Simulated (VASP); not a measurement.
## SnO: single point with HSE06

Crystal: SnO.

```
Sn O
1.0
     3.10341    0.00000    0.00000
     0.00000    3.10341    0.00000
     0.00000    0.00000    3.10341
Sn O
1 1
Direct
  0.00000 0.00000 0.00000
  0.50000 0.50000 0.50000
```

```yaml
Program: VASP 6.6.1
Task: single point
Functional: HSE06
Potentials_or_basis: VASP PAW PBE potentials, release 64 (Sn_d, O)
Cutoff: 520 eV
k_mesh: 4 × 4 × 4
Occupations: fermi-dirac, width 0.02 eV
Spin: non-collinear spin, zero start, spin-orbit coupling
Starting_moments: "[[0.0, 0.0, 0.0], [0.0, 0.0, 0.0]] μB"
Dipole_correction: no
Grid_for_exact_exchange_PRECFOCK: Normal
Further_INCAR_settings: ALGO = Normal; EDIFF = 1e-06; NBANDS = 32
Share_of_exact_exchange: 0.25
Screening_parameter: 0.2079 1/Å
```

```yaml
Pressure: -0.9 GPa
Net_moment: 0.00 μB per cell
Valence_electrons_inside_the_program's_atomic_spheres: Sn 12.04; O 4.90
```

Moments on the atoms (μB; x, y, z):
```
Sn  0.00 0.00 0.00
O   0.00 0.00 0.00
```

It took 22 min on 1 thread of Oxide Virtual Turin-like Processor (shared host), peak memory 0.28 GiB.

Caveat: the k points lie up to 0.51 Å⁻¹ apart; the structure was generated, so it needn't be the stable form of SnO; the PAW data sets were made with another functional, which shifts forces and pressure a little.
